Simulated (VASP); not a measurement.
Here is a VASP 6.6.1 calculation.

INCAR

```
PREC = Accurate ; ENCUT = 520
EDIFF = 1E-6 ; ISMEAR = 0
SIGMA = 0.01 ; LREAL = False
LASPH = True ; NELM = 60
ALGO = Normal ; ISIF = 2
LWAVE = False ; LCHARG = False
GGA = PE ; NBANDS = 31
```

The input KPOINTS:

```
regular mesh
0
Gamma
  8 8 6
```

POSCAR

```
Hf2SeS3
1.0
    4.5989003015      0.0000000000      0.0000000000
    0.0000000000      4.5989003015      0.0000000000
    0.0000000000      0.0000000000      6.7977669896
Hf Se S
2 1 3
Direct
    0.5000000000      0.0000000000      0.2167975030
    0.0000000000      0.5000000000      0.7832024970
    0.5000000000      0.5000000000      0.5000000000
    0.0000000000      0.0000000000      0.2677270989
    0.0000000000      0.0000000000      0.7322729011
    0.5000000000      0.5000000000      0.0000000000
```

Potentials or basis: VASP PAW PBE potentials, release 64 (Hf_pv, Se, S).

Run with:

```console
$ cat potpaw_PBE.64/Hf_pv/POTCAR potpaw_PBE.64/Se/POTCAR potpaw_PBE.64/S/POTCAR > POTCAR
$ mpirun -np 1 vasp_std > vasp.out
```

(1) Estimate the band gap on the k mesh.

(2) Predict the pressure.

(3) Predict the largest force.

## Answers

(1) 0.29 eV.

(2) -0.4 GPa.

(3) 0.021 eV/Å.

Caveat: spin-orbit coupling is left out, which moves the levels of the heavy elements.
